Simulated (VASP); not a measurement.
Sn4O7 (a cell with a defect), 11 atoms in the cell. The cell holds a defect, 11 atoms: a = 5.692 Å, b = 5.692 Å, c = 5.692 Å, α = 69.33°, β = 69.33°, γ = 69.33°.  This cell differs from its parent crystal: atoms taken out, atom 11 moved 0.167 of the way to it and +0.167 Å across, host rigid.

* Program: VASP 6.6.1
* Task: single point
* Functional: PBE
* Dispersion: D3(BJ)
* Potentials or basis: VASP PAW PBE potentials, release 64 (Sn_d, O)
* Cutoff: 520 eV
* k mesh: 6 × 6 × 6
* Occupations: gaussian, width 0.05 eV
* Spin: no spin polarisation
* Dipole correction: no
* Charge: 2
* Further INCAR settings: ALGO = Normal; EDIFF = 1e-06; NBANDS = 60; NELECT = 96.0

Potentials or basis: VASP PAW PBE potentials, release 64 (Sn_d, O).

Run with:

```bash
$ cat potpaw_PBE.64/Sn_d/POTCAR potpaw_PBE.64/O/POTCAR > POTCAR
$ mpirun -np 4 vasp_std > vasp.out
```

Hardware: 4 MPI ranks on Oxide Virtual Turin-like Processor (shared host).

**Question.** How long does it take, and how much memory?

**Answer.** It took 6.4 min on 4 MPI ranks on Oxide Virtual Turin-like Processor, with other jobs on the host, peak memory 0.75 GiB a rank. Counts: scf iterations 17, k points 112.
